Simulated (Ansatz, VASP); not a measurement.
One calculation of TiC, two programs

```xyz
2
Lattice="0.0000 2.1640 2.1640 2.1640 0.0000 2.1640 2.1640 2.1640 0.0000" Properties=species:S:1:pos:R:3 pbc="T T T"
Ti    0.0000    0.0000   -0.1125
C     2.1640    2.1640    2.1640
```

Change from the starting cell: all Ti atoms moved +0.113 Å, as atom 1 towards its neighbour atom 2 (C) at 2.164 Å.

Alike in both runs: task single point; functional PBE; k mesh 18 × 18 × 18; occupations gaussian, width 0.15 eV; no spin polarisation.

|  | VASP | Ansatz |
| --- | --- | --- |
| version | VASP 6.6.1 | Ansatz 0.2.0 |
| potentials or method | VASP PAW PBE potentials, release 64 (Ti_sv, C), cutoff 520 eV | scalar-relativistic, plane waves, PAW |
| valence electrons in the cell | 16 | 16 |

```csv
,VASP,Ansatz,Ansatz less VASP
gap on the k mesh at the Fermi level (eV),none,none,-
pressure (GPa),2.6,2.4,-0.19
"traceless stress, the component that is largest in VASP (GPa)",2.39,2.36,-0.028
rms of the force components (eV/Å),0.592,0.589,-0.0030
```

Atom by atom the forces differ by 0.003 eV/Å (rms over components). A gap of «none» marks a metal or a gap that the smearing closes.
